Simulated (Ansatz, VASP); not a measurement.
TiO2: VASP beside Ansatz

```
CELL_PARAMETERS angstrom
-1.90894 1.90894 5.43830
1.90894 -1.90894 5.43830
1.90894 1.90894 -5.43830
ATOMIC_POSITIONS crystal
Ti 0.00000 0.00000 0.00000
Ti 0.75000 0.25000 0.50000
O 0.20528 0.20528 0.00000
O 0.95528 0.45528 0.50000
O 0.54472 0.04472 0.50000
O 0.79472 0.79472 0.00000
```

Change from the starting cell: strain +0.1125 x Voigt [0, 0, 1, 0, 0, 0], atoms carried along.

Alike in both runs: task single point; functional PBE; k mesh 8 × 8 × 8; occupations gaussian, width 0.05 eV; no spin polarisation; Hubbard terms Ti d U = 4.0 eV.

|  | VASP | Ansatz |
| --- | --- | --- |
| version | VASP 6.6.1 | Ansatz 0.2.0 |
| potentials or method | VASP PAW PBE potentials, release 64 (Ti_sv, O), cutoff 520 eV | scalar-relativistic, plane waves, PAW |
| valence electrons in the cell | 48 | 48 |

Ansatz gave:

| Item | Value |
| --- | --- |
| gap on the k mesh at the Fermi level (eV) | 2.31 |
| least direct gap on the mesh (eV) | 2.70 |
| pressure (GPa) | -15.2 |
| traceless stress, the component that is largest in VASP (GPa) | -6.81 |
| rms of the force components (eV/Å) | 0.383 |

Problem. What did VASP give for the same quantities?

Solution. gap on the k mesh at the Fermi level (eV): 2.41; least direct gap on the mesh (eV): 2.76; pressure (GPa): -12.3; traceless stress, the component that is largest in VASP (GPa): -8.59; rms of the force components (eV/Å): 0.378.

The programs project onto different local orbitals, so the same U acts differently, and such runs can settle in different states. Atom by atom the forces differ by 0.005 eV/Å (rms over components).
